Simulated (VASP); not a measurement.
# Al (Cm) in VASP: a series of runs, part 2 of 2

VASP 6.6.1. Earlier steps stand in the parts before.

### 3 Single point, PBE+D3(BJ) (atom 2 (Al) moved by +0.280 Å along [1 2 0] and -0.140 Å along [0 0 1])

The input, INCAR:

```
ALGO = Fast
EDIFF = 1E-6
ENCUT = 520
GGA = PE
ISIF = 2
ISMEAR = 0
IVDW = 12
LASPH = True
LCHARG = False
LREAL = False
LWAVE = False
NBANDS = 14
NELM = 80
PREC = Accurate
SIGMA = 0.15
```

The input, KPOINTS:

```
k-points
0
Gamma
  18 18 4
```

The input, POSCAR:

```
Al
1.0
    2.8144222650      0.0000000000      0.0000000000
   -1.4072111325      2.4373611785      0.0000000000
    0.0000000000      0.0000000000      9.2410470710
Al
4
Direct
    0.0000000000      0.0000000000      0.0000000000
    0.3907725021      0.7815450041      0.2348502016
    0.0000000000      0.0000000000      0.5000000000
    0.6666666667      0.3333333333      0.7500000000
```

Potentials or basis: VASP PAW PBE potentials, release 64 (Al).

Run with:

```
cat potpaw_PBE.64/Al/POTCAR > POTCAR
mpirun -np 1 vasp_std > vasp.out
```

OUTCAR:

```text
EDIFF = 1E-6
   ENCUT = 520
   GGA = PE
   ISIF = 2
   ISMEAR = 0
   IVDW = 12
   LASPH = True
   LREAL = False
   NELM = 80
   PREC = Accurate
 IVDW          = 12

 ion  position               nearest neighbor table
   1  0.000  0.000  0.000-   2 2.64   2 2.64   4 2.82   4 2.82   4 2.82   2 2.89
   2  0.391  0.782  0.235-   1 2.64   1 2.64   3 2.88   3 2.88   1 2.89   3 3.10
   3  0.000  0.000  0.500-   4 2.82   4 2.82   4 2.82   2 2.88   2 2.88   2 3.10
   4  0.667  0.333  0.750-   1 2.82   3 2.82   1 2.82   3 2.82   1 2.82   3 2.82

  LATTYP: Found a hexagonal cell.
 ALAT       =     2.8144222650
 C/A-ratio  =     3.2834614713

  Lattice vectors:

 A1 = (   2.8144222650,   0.0000000000,   0.0000000000)
 A2 = (  -1.4072111325,   2.4373611785,   0.0000000000)
 A3 = (   0.0000000000,   0.0000000000,   9.2410470710)

Analysis of symmetry for initial positions (statically):
=====================================================================
 Subroutine PRICEL returns:
 Original cell was already a primitive cell.

 Routine SETGRP: Setting up the symmetry group for a
 hexagonal supercell.

 Subroutine GETGRP returns: Found  2 space group operations
 (whereof  2 operations were pure point group operations)
 out of a pool of 24 trial point group operations.

The static configuration has the point symmetry C_1h.

Analysis of symmetry for dynamics (positions and initial velocities):
=====================================================================
 Subroutine PRICEL returns:
 Original cell was already a primitive cell.

 Routine SETGRP: Setting up the symmetry group for a
 hexagonal supercell.

 Subroutine GETGRP returns: Found  2 space group operations
 (whereof  2 operations were pure point group operations)
 out of a pool of 24 trial point group operations.

The dynamic configuration has the point symmetry C_1h.

 Subroutine INISYM returns: Found  2 space group operations
 (whereof  2 operations are pure point group operations),
 and found     1 'primitive' translations
[... 132 lines left out ...]
 Gauss-broadening in eV      SIGMA  =   0.15
  energy-cutoff  :      520.00
  volume of cell :       63.39
 maximum number of plane-waves:      1724
 NGX is ok and might be reduce to    24
   NGX = 11   NGY = 11   NGZ = 35

 number of electron      12.0000000 magnetization

 Free energy of the ion-electron system (eV)
  ---------------------------------------------------
  ext. energy  EPLUGINS =         0.00000000
  ---------------------------------------------------
  free energy    TOTEN  =       -14.81280447 eV

  energy without entropy =      -14.79477070  energy(sigma->0) =      -14.80378758

 E-fermi :   8.3942     XC(G=0): -10.3402

 val. band max:        8.3864496706   @ k =   0.4444   0.0000   0.5000
 cond. band min:       8.3956579236   @ k =   0.4444   0.3333   0.5000
 fundamental gap:      0.0092082530
 Fermi energy:         8.3941971868

 k-point     1 :       0.0000    0.0000    0.0000
  band No.  band energies     occupation
      1      -3.0254      2.00000
      2      -1.4534      2.00000
      3      -1.0766      2.00000
      4       3.6576      2.00000
      5       3.9199      2.00000
      6      11.7523      0.00000
      7      11.9320      0.00000
      8      19.3673      0.00000
      9      19.5011      0.00000
     10      19.5622      0.00000
     11      19.6154      0.00000
     12      20.3731      0.00000
     13      20.4593      0.00000
     14      20.6717      0.00000
[... 377 lines left out ...]
      1      -2.4884      2.00000
      2      -0.9232      2.00000
      3      -0.5461      2.00000
      4       4.1552      2.00000
      5       4.4395      2.00000
      6      12.1768      0.00000
      7      12.3274      0.00000
      8      14.7124      0.00000
      9      15.8231      0.00000
     10      16.0069      0.00000
     11      16.3381      0.00000
     12      17.2474      0.00000
     13      17.6020      0.00000
     14      19.5005      0.00000

 [... further k-points ...]

------------------------ aborting loop because EDIFF is reached ----------------------------------------

 Edisp (eV)   -1.40312

 E8    (eV) :    -0.6278

  FORCE on cell =-STRESS in cart. coord.  units (eV):
  Direction    XX          YY          ZZ          XY          YZ          ZX
  --------------------------------------------------------------------------------------
  -------------------------------------------------------------------------------------
  Total       0.28209    -0.08767     0.73286     0.00000    -0.24576     0.00000
  in kB       7.12961    -2.21576    18.52264     0.00000    -6.21152     0.00000
  external pressure =        7.81 kB  Pullay stress =        0.00 kB

 VOLUME and BASIS-vectors are now :
 -----------------------------------------------------------------------------
  energy-cutoff  :      520.00
  volume of cell :       63.39
      direct lattice vectors                 reciprocal lattice vectors
     2.814422265  0.000000000  0.000000000     0.355312709  0.205139888  0.000000000
    -1.407211133  2.437361178  0.000000000     0.000000000  0.410279777  0.000000000
     0.000000000  0.000000000  9.241047071     0.000000000  0.000000000  0.108212846

 POSITION                                       TOTAL-FORCE (eV/Angst)
 -----------------------------------------------------------------------------------
      0.00000      0.00000      0.00000         0.000000      0.172171     -0.602621
      0.00000      1.90491      2.17026         0.000000     -0.268050      0.863481
      0.00000      0.00000      4.62052         0.000000      0.061700     -0.281779
      1.40721      0.81245      6.93079         0.000000      0.034179      0.020919
 -----------------------------------------------------------------------------------
    total drift:                                0.000000      0.000001      0.000003

  FREE ENERGIE OF THE ION-ELECTRON SYSTEM (eV)
  ---------------------------------------------------
  free  energy   TOTEN  =       -16.2159205395 eV

  energy  without entropy=      -16.1978867619  energy(sigma->0) =      -16.20690365
```

OSZICAR:

```text
N       E                     dE             d eps       ncg     rms          rms(c)
DAV:   1     0.647131055357E+01    0.64713E+01   -0.41639E+03  9892   0.660E+02
DAV:   2    -0.142631422389E+02   -0.20734E+02   -0.19127E+02 12856   0.903E+01
DAV:   3    -0.149330365221E+02   -0.66989E+00   -0.66275E+00 13050   0.132E+01
DAV:   4    -0.149375820687E+02   -0.45455E-02   -0.45446E-02 11772   0.136E+00
DAV:   5    -0.149376350961E+02   -0.53027E-04   -0.53027E-04 13002   0.151E-01    0.279E+00
RMM:   6    -0.148552524275E+02    0.82383E-01   -0.24440E-02 10360   0.569E-01    0.161E+00
RMM:   7    -0.148231824946E+02    0.32070E-01   -0.79755E-03 10278   0.443E-01    0.664E-01
RMM:   8    -0.148132207474E+02    0.99617E-02   -0.33257E-03 11087   0.309E-01    0.146E-01
RMM:   9    -0.148128537947E+02    0.36695E-03   -0.41861E-04 11350   0.120E-01    0.942E-02
RMM:  10    -0.148128137288E+02    0.40066E-04   -0.85068E-05 11722   0.578E-02    0.457E-02
RMM:  11    -0.148128070872E+02    0.66416E-05   -0.22824E-05 11533   0.282E-02    0.127E-02
RMM:  12    -0.148128045206E+02    0.25665E-05   -0.39570E-06 11490   0.131E-02    0.131E-02
RMM:  13    -0.148128044737E+02    0.46908E-07   -0.82819E-07  7820   0.633E-03
   1 F= -.16215921E+02 E0= -.16206904E+02  d E =-.180338E-01
```

It took 2.7 min on 1 thread of Intel Xeon Platinum 8488C (Sapphire Rapids), shared host; peak memory 0.36 GiB.

Results:

| Item | Value |
| --- | --- |
| Free energy | -16.2159 eV |
| Pressure | 0.8 GPa |
| Largest force | 0.904 eV/Å |
| Band gap on the k mesh | zero (bands 6 and 7 overlap by 5.48 eV) |
| Dispersion energy per atom | -0.351 eV |

Forces in eV/Å, atoms in the order of the input:
```
Al   0.000  0.172 -0.603
Al   0.000 -0.268  0.863
Al   0.000  0.062 -0.282
Al   0.000  0.034  0.021
```

Caveat: the cell differs from its parent crystal (atom 2 (Al) moved by +0.280 Å along [1 2 0] and -0.140 Å along [0 0 1]).

### 4 Single point, PBE+D3(BJ) (atom 2 (Al) moved by -0.280 Å along [1 2 0] and -0.140 Å along [0 0 1])

The input, INCAR:

```
SYSTEM = Al
PREC = Accurate ; ENCUT = 520
EDIFF = 1E-7 ; ISMEAR = 0
SIGMA = 0.15 ; LREAL = .False.
LASPH = .True. ; NELM = 80
ALGO = Fast ; ISIF = 2
LWAVE = .False. ; LCHARG = .True.
GGA = PE ; IVDW = 12
LELF = .True. ; LVHAR = .True.
NBANDS = 14
```

The input, KPOINTS:

```
regular mesh
0
Gamma
  18 18 4
  0 0 0
```

Edit POSCAR of step 3 so:

```diff
@@ -9,3 +9,3 @@
     0.0000000000      0.0000000000      0.0000000000
-    0.3907725021      0.7815450041      0.2348502016
+    0.2758941646      0.5517883292      0.2348502016
     0.0000000000      0.0000000000      0.5000000000
```

Run with:

```
cat potpaw_PBE.64/Al/POTCAR > POTCAR
mpirun -np 1 vasp_std > vasp.out
```

It took 3 min on 1 thread of Intel Xeon Platinum 8488C (Sapphire Rapids), shared host; peak memory 0.36 GiB.

It converged, with:

* Free energy: -16.1945 eV
* Pressure: 1.0 GPa
* Largest force: 1.026 eV/Å
* Band gap on the k mesh: zero (bands 6 and 7 overlap by 5.43 eV)
* Dispersion energy per atom: -0.351 eV

Forces on the atoms (eV/Å):
```
Al   0.000 -0.351 -0.663
Al   0.000  0.493  0.900
Al   0.000 -0.123 -0.259
Al   0.000 -0.019  0.022
```

Stress tensor (GPa, compression positive):
```
-0.14  0.00  0.00
 0.00  0.70  1.18
 0.00  1.18  2.29
```

Levels at points of the mesh, in eV from the Fermi level:
| k point | band 2 | band 3 | band 4 | band 5 | band 6 | band 7 | band 8 | band 9 | band 10 | band 11 |
| --- | --- | --- | --- | --- | --- | --- | --- | --- | --- | --- |
| (0.00, 0.00, 0.00) | -9.85 | -9.47 | -4.74 | -4.47 | 3.35 | 3.54 | 10.96 | 11.08 | 11.16 | 11.27 |
| (0.50, 0.00, 0.00) | -5.29 | -4.04 | -3.94 | -3.31 | -3.24 | 0.78 | 1.30 | 1.40 | 1.77 | 5.85 |
| (0.00, 0.50, 0.00) | -5.32 | -4.08 | -4.02 | -3.19 | -3.16 | 0.86 | 1.23 | 1.43 | 1.71 | 5.85 |
| (0.00, 0.00, 0.50) | -10.83 | -7.64 | -7.41 | -1.02 | -0.84 | 8.32 | 8.38 | 11.28 | 11.31 | 11.35 |
| (0.50, 0.00, 0.50) | -5.02 | -4.83 | -4.71 | -1.92 | -1.91 | -1.17 | -1.10 | 4.59 | 4.65 | 4.73 |
| (0.00, 0.50, 0.50) | -5.05 | -4.83 | -4.74 | -1.80 | -1.73 | -1.25 | -1.21 | 4.50 | 4.72 | 4.79 |

Caveat: the cell differs from its parent crystal (atom 2 (Al) moved by -0.280 Å along [1 2 0] and -0.140 Å along [0 0 1]); forces of over 1 eV/Å act on the atoms, so gaps and moduli don't describe the material at rest.

### 5 Single point, PBE+D3(BJ) (atom 2 (Al) moved by +0.420 Å along [1 2 0] and -0.280 Å along [0 0 1])

The input, INCAR:

```
SYSTEM = Al
PREC     = Accurate       ! precision mode
ENCUT    = 520            ! plane-wave cutoff, eV
EDIFF    = 1E-6           ! SCF threshold, eV
ISMEAR   = 0              ! smearing method
SIGMA    = 0.15           ! smearing width, eV
LREAL    = .FALSE.        ! projectors in reciprocal space
LASPH    = .TRUE.         ! aspherical terms in the spheres
NELM     = 60             ! most SCF steps
ALGO     = Fast           ! electronic algorithm
ISIF     = 2              ! what is computed and relaxed
LWAVE    = .FALSE.        ! write WAVECAR
LCHARG   = .TRUE.         ! write CHGCAR
GGA      = PE             ! functional
IVDW     = 12             ! dispersion correction
LELF     = .TRUE.         ! ELF
LVHAR    = .TRUE.       
NBANDS   = 14             ! bands
```

The input, KPOINTS:

```
regular mesh
0
G
  18 18 4
  0 0 0
```

Edit POSCAR of step 4 so:

```diff
@@ -9,3 +9,3 @@
     0.0000000000      0.0000000000      0.0000000000
-    0.2758941646      0.5517883292      0.2348502016
+    0.4194920864      0.8389841729      0.2197004032
     0.0000000000      0.0000000000      0.5000000000
```

Run with:

```
cat potpaw_PBE.64/Al/POTCAR > POTCAR
mpirun -np 1 vasp_std > vasp.out
```

Wall time 2.6 min (1 thread of Intel Xeon Platinum 8488C (Sapphire Rapids), shared host); peak memory 0.36 GiB.

Results (log left out):

```yaml
Free_energy: -15.9761 eV
Pressure: 2.6 GPa
Largest_force: 2.005 eV/Å
Band_gap_on_the_k_mesh: zero (bands 6 and 7 overlap by 5.31 eV)
Dispersion_energy_per_atom: -0.351 eV
```

Forces in eV/Å, atoms in the order of the input:
```
Al   0.000  0.288 -1.530
Al   0.000 -0.376  1.970
Al   0.000  0.035 -0.465
Al   0.000  0.053  0.025
```

Stress tensor (GPa, compression positive):
```
 2.49  0.00  0.00
 0.00 -0.03 -1.42
 0.00 -1.42  5.21
```

Levels at points of the mesh, in eV from the Fermi level:
| k point | band 2 | band 3 | band 4 | band 5 | band 6 | band 7 | band 8 | band 9 | band 10 | band 11 |
| --- | --- | --- | --- | --- | --- | --- | --- | --- | --- | --- |
| (0.00, 0.00, 0.00) | -10.00 | -9.28 | -4.68 | -4.48 | 3.28 | 3.62 | 10.69 | 10.97 | 11.10 | 11.11 |
| (0.50, 0.00, 0.00) | -5.44 | -4.19 | -4.07 | -3.09 | -3.04 | 0.94 | 1.22 | 1.47 | 1.70 | 5.78 |
| (0.00, 0.50, 0.00) | -5.36 | -4.15 | -3.97 | -3.23 | -3.16 | 0.70 | 1.18 | 1.61 | 1.83 | 5.64 |
| (0.00, 0.00, 0.50) | -10.74 | -7.72 | -7.25 | -1.09 | -0.74 | 8.29 | 8.35 | 10.76 | 11.21 | 11.25 |
| (0.50, 0.00, 0.50) | -5.26 | -4.76 | -4.63 | -1.87 | -1.77 | -1.12 | -1.09 | 4.42 | 4.65 | 4.75 |
| (0.00, 0.50, 0.50) | -5.18 | -4.76 | -4.60 | -1.98 | -1.92 | -1.17 | -0.97 | 4.54 | 4.63 | 4.65 |

Caveat: the cell differs from its parent crystal (atom 2 (Al) moved by +0.420 Å along [1 2 0] and -0.280 Å along [0 0 1]); the stress differs along the axes, from -0 to 5 GPa; forces of over 1 eV/Å act on the atoms, so gaps and moduli don't describe the material at rest.

### 6 Single point, PBE+D3(BJ) (atom 2 (Al) moved by +0.560 Å along [1 2 0] and -0.420 Å along [0 0 1])

The input, INCAR:

```
ALGO = Fast
EDIFF = 1E-7
ENCUT = 520
GGA = PE
ISIF = 2
ISMEAR = 0
IVDW = 12
LASPH = True
LCHARG = False
LREAL = False
LWAVE = False
NBANDS = 14
NELM = 100
PREC = Accurate
SIGMA = 0.15
```

The input, KPOINTS:

```
k-points
0
Gamma
  18 18 4
```

Edit POSCAR of step 5 so:

```diff
@@ -9,3 +9,3 @@
     0.0000000000      0.0000000000      0.0000000000
-    0.4194920864      0.8389841729      0.2197004032
+    0.4482116708      0.8964233416      0.2045506048
     0.0000000000      0.0000000000      0.5000000000
```

Potentials or basis: VASP PAW PBE potentials, release 64 (Al).

Run with:

```
cat potpaw_PBE.64/Al/POTCAR > POTCAR
mpirun -np 1 vasp_std > vasp.out
```

Wall time 2.9 min (1 thread of Intel Xeon Platinum 8488C (Sapphire Rapids), shared host); peak memory 0.36 GiB.

It converged, with:

```
Free energy                : -15.5435 eV
Pressure                   : 5.5 GPa
Largest force              : 3.491 eV/Å
Band gap on the k mesh     : zero (bands 6 and 7 overlap by 5.15 eV)
Dispersion energy per atom : -0.351 eV
```

Forces on the atoms (eV/Å):
```
Al   0.000  0.354 -2.907
Al   0.000 -0.436  3.463
Al   0.000  0.013 -0.588
Al   0.000  0.069  0.032
```

Stress tensor (GPa, compression positive):
```
 5.62  0.00  0.00
 0.00  0.31 -1.90
 0.00 -1.90 10.44
```

Levels at points of the mesh, in eV from the Fermi level:
```csv
k point,band 2,band 3,band 4,band 5,band 6,band 7,band 8,band 9,band 10,band 11
"(0.00, 0.00, 0.00)",-10.12,-9.08,-4.58,-4.47,3.23,3.71,10.24,10.77,10.91,11.05
"(0.50, 0.00, 0.00)",-5.60,-4.30,-4.13,-2.94,-2.87,1.00,1.26,1.52,1.76,5.66
"(0.00, 0.50, 0.00)",-5.50,-4.25,-4.05,-3.06,-2.98,0.74,1.16,1.69,1.87,5.36
"(0.00, 0.00, 0.50)",-10.66,-7.76,-7.06,-1.14,-0.63,8.24,8.32,10.27,11.00,11.09
"(0.50, 0.00, 0.50)",-5.48,-4.71,-4.54,-1.89,-1.74,-0.99,-0.92,4.29,4.65,4.74
"(0.00, 0.50, 0.50)",-5.39,-4.70,-4.52,-2.00,-1.86,-1.12,-0.81,4.42,4.62,4.63
```

Caveat: the cell differs from its parent crystal (atom 2 (Al) moved by +0.560 Å along [1 2 0] and -0.420 Å along [0 0 1]); the stress differs along the axes, from 0 to 10 GPa; forces of over 1 eV/Å act on the atoms, so gaps and moduli don't describe the material at rest.

### 7 The runs side by side

```tsv
cell	further INCAR settings	gap on the mesh (eV)	pressure (GPa)	largest force (eV/Å)
as given, atomic positions A	ALGO = Fast; EDIFF = 1e-07; NBANDS = 14	none	17.1	11.01
as given, atomic positions B	ALGO = Fast; EDIFF = 1e-06; NBANDS = 14	none	0.8	0.90
as given, atomic positions C	ALGO = Fast; EDIFF = 1e-07; NBANDS = 14	none	1.0	1.03
as given, atomic positions D	ALGO = Fast; EDIFF = 1e-06; NBANDS = 14	none	2.6	2.01
as given, atomic positions E	ALGO = Fast; EDIFF = 1e-07; NBANDS = 14	none	5.5	3.49
```

Alike in all rows: task single point; level PBE+D3(BJ); potentials or basis VASP PAW PBE potentials, release 64 (Al); no spin polarisation; k mesh 18 × 18 × 4; cutoff (eV) 520; smearing gaussian 0.15 eV.

Caveats: forces of over 1 eV/Å act on the atoms, so gaps and moduli don't describe the material at rest (at least some runs); the stress differs along the axes, from 2 to 34 GPa (at least some runs); the stress differs along the axes, from -0 to 5 GPa (at least some runs); the stress differs along the axes, from 0 to 10 GPa (at least some runs).

Absolute energies hang on the potentials; compare differences alone.
